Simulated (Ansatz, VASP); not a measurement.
**Two plane-wave programs on BN**

Contents of INCAR:

```
SYSTEM = BN
ALGO     = Normal         ! electronic algorithm
EDIFF    = 1E-6           ! SCF threshold, eV
ENCUT    = 520            ! plane-wave cutoff, eV
GGA      = PE             ! functional
ISIF     = 2              ! what is computed and relaxed
ISMEAR   = 0              ! smearing method
ISPIN    = 2              ! spin polarisation
LASPH    = .TRUE.         ! aspherical terms in the spheres
LCHARG   = .TRUE.         ! write CHGCAR
LELF     = .TRUE.         ! ELF
LORBIT   = 11             ! projections on sites
LREAL    = .FALSE.        ! projectors in reciprocal space
LVHAR    = .TRUE.       
LWAVE    = .FALSE.        ! write WAVECAR
MAGMOM   = 0 0 1 1        ! initial moments
NBANDS   = 20             ! bands
NELM     = 150            ! most SCF steps
PREC     = Accurate       ! precision mode
SIGMA    = 0.1            ! smearing width, eV
```

KPOINTS

```
k-points
0
G
  6 6 4
  0 0 0
```

POSCAR

```
BN
1.0
    2.4822592900      0.0000000000      0.0000000000
   -1.2411296500      2.1496996100      0.0000000000
    0.0000000000      0.0000000000      6.8736263400
B N
2 2
Direct
    0.0000000000      0.0000000000      0.8815373700
    0.3333333300      0.6666666700      0.4539678800
    0.3333333300      0.6666666700      0.0418162800
    0.6666666700      0.3333333300      0.6226784600
```

Input for Ansatz:

```yaml
crystal:
  lattice:
    - [2.48225929, 0.0, 0.0]
    - [-1.24112965, 2.14969961, 0.0]
    - [0.0, 0.0, 6.87362634]
  atoms:
    - { symbol: B, position: [0.0, 0.0, 0.88153737] }
    - { symbol: B, position: [0.33333333, 0.66666667, 0.45396788] }
    - { symbol: "N", position: [0.33333333, 0.66666667, 0.04181628], spin: 1.0 }
    - { symbol: "N", position: [0.66666667, 0.33333333, 0.62267846], spin: 1.0 }
basis:
  ecutwfc: 420
kpoints:
  mp_grid: { grid: [6, 6, 4] }
hamiltonian:
  xc: pbe
scf:
  occupations: { method: gaussian, width: 0.1 }
  lower_state_search: "off"
output:
  forces: true
  stress: true
  eigenvalues: true
  populations: true
magnetization:
  spin_polarized: true
```

Alike in both runs: task single point; functional PBE; k mesh 6 × 6 × 4; occupations gaussian, width 0.1 eV; collinear spin.

|  | VASP | Ansatz |
| --- | --- | --- |
| version | VASP 6.6.1 | Ansatz 0.2.0 |
| potentials or method | VASP PAW PBE potentials, release 64 (B, N), cutoff 520 eV | scalar-relativistic, plane waves, PAW |
| valence electrons in the cell | 16 | 16 |

```tsv
	VASP	Ansatz	Ansatz less VASP
gap on the k mesh at the Fermi level (eV)	none	none	-
rms of the force components (eV/Å)	3.450	3.454	+0.0035
net moment per atom (μB)	0.04	0.04	0.000
```

Atom by atom the forces differ by 0.004 eV/Å (rms over components). A gap of «none» marks a metal or a gap that the smearing closes. With one functional, cell and mesh, what is left measures potentials, basis and numerics. Ansatz's warnings: seeded moment not kept.

The k mesh is coarse, so the values compare programs but aren't converged.
